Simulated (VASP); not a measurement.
Here is a VASP 6.6.1 calculation.

INCAR

```
PREC = Accurate ; ENCUT = 520
EDIFF = 1E-6 ; ISMEAR = -1
SIGMA = 0.02 ; LREAL = False
LASPH = True ; NELM = 60
ALGO = Normal ; ISIF = 2
LWAVE = False ; LCHARG = False
GGA = PE ; NBANDS = 31
```

KPOINTS

```
Automatic mesh
0
Gamma
  8 8 6
```

POSCAR

```
HfO2
1.0
    3.5766926651      0.0000000000      0.0000000000
    0.0000000000      3.5766926651      0.0000000000
    0.0000000000      0.0000000000      5.2542466510
Hf O
2 4
Direct
    0.5000000000      0.5000000000      0.5000000000
    0.0000000000      0.0000000000      0.0000000000
    0.0000000000      0.5000000000      0.6930597911
    0.5000000000      0.0000000000      0.8069402089
    0.5000000000      0.0000000000      0.3069402089
    0.0000000000      0.5000000000      0.1930597911
```

Potentials or basis: VASP PAW PBE potentials, release 64 (Hf_pv, O).

The run is started by

```bash
$ cat potpaw_PBE.64/Hf_pv/POTCAR potpaw_PBE.64/O/POTCAR > POTCAR
$ mpirun -np 1 vasp_std > vasp.out
```

Q: What does it give for the pressure?

A: 1.2 GPa.

Q: What does it give for the largest force?

A: 0.037 eV/Å.

Q: What does it give for the band gap on the k mesh?

A: 4.72 eV, indirect (least direct gap 4.78 eV).

Stress tensor (GPa, compression positive):
```
 1.99  0.00  0.00
 0.00  1.99  0.00
 0.00  0.00 -0.37
```

Caveat: the cell differs from its parent crystal (uniaxial z strain +1.0%); spin-orbit coupling is left out, which moves the levels of the heavy elements. A k mesh can miss the band edges.
